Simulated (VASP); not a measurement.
The system is SnSe.

```xyz
2
Lattice="0.0000 3.3908 3.3908 3.3908 0.0000 3.3908 3.3908 3.3908 0.0000" Properties=species:S:1:pos:R:3 pbc="T T T"
Sn    0.0000    0.0000    0.0000
Se    5.0863    5.0863    5.0863
```

Base run:

| Quantity | Value |
| --- | --- |
| Program | VASP 6.6.1 |
| Functional | HF |
| Potentials or basis | VASP PAW PBE potentials, release 64 (Sn_d, Se) |
| Cutoff | 520 eV |
| k mesh | 4 × 4 × 4 |
| Occupations | fermi-dirac, width 0.05 eV |
| Spin | no spin polarisation |

Its results: band gap on the k mesh 4.58 eV (least direct gap 5.47 eV); pressure 2.5 GPa.

**Question.** After a change of settings the same cell gave: band gap on the k mesh 0.33 eV (least direct gap 1.04 eV); pressure -1.8 GPa. Which change was it?
A. functional from HF to HSE06; share of exact exchange from 1 to 0.25
B. functional from HF to PBE0; share of exact exchange from 1 to 0.25
C. functional from HF to PBEsol-based global hybrid with 25 % exact exchange; share of exact exchange from 1 to 0.25
D. functional from HF to PBEsol-based screened hybrid with 25 % exact exchange; share of exact exchange from 1 to 0.25

**Answer.** D.

Caveats: the PAW data sets were made with another functional, which shifts forces and pressure a little; spin-orbit coupling is left out, which moves the levels of the heavy elements.
